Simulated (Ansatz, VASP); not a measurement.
**One calculation of ZrBr5, two programs**

```
CELL_PARAMETERS angstrom
0.00000 4.47440 4.47440
4.47440 0.00000 4.47440
4.47440 4.47440 0.00000
ATOMIC_POSITIONS crystal
Zr 0.00000 0.00000 0.00000
Br 0.37522 0.87435 0.37522
Br 0.37522 0.37522 0.37522
Br 0.75000 0.75000 0.75000
Br 0.87435 0.37522 0.37522
Br 0.37522 0.37522 0.87435
```

Change from the starting cell: species swapped into the CaAu5 type (F-43m, No. 216).

Alike in both runs: task relaxation of cell and atoms; functional PBE; k mesh 8 × 8 × 8; occupations gaussian, width 0.1 eV; no spin polarisation.

|  | VASP | Ansatz |
| --- | --- | --- |
| version | VASP 6.6.1 | Ansatz 0.2.0 |
| potentials or method | VASP PAW PBE potentials, release 64 (Zr_sv, Br), cutoff 600 eV | scalar-relativistic, plane waves, PAW |
| valence electrons in the cell | 47 | 47 |

```tsv
	VASP	Ansatz	Ansatz less VASP
gap on the k mesh at the Fermi level, each at its own relaxed structure (eV)	none	none	-
relaxed volume (Å³/atom)	26.08	26.11	+0.031
relaxed cell length with the largest relative difference (Å)	6.048	6.051	+0.0024
```

A gap of «none» marks a metal or a gap that the smearing closes.
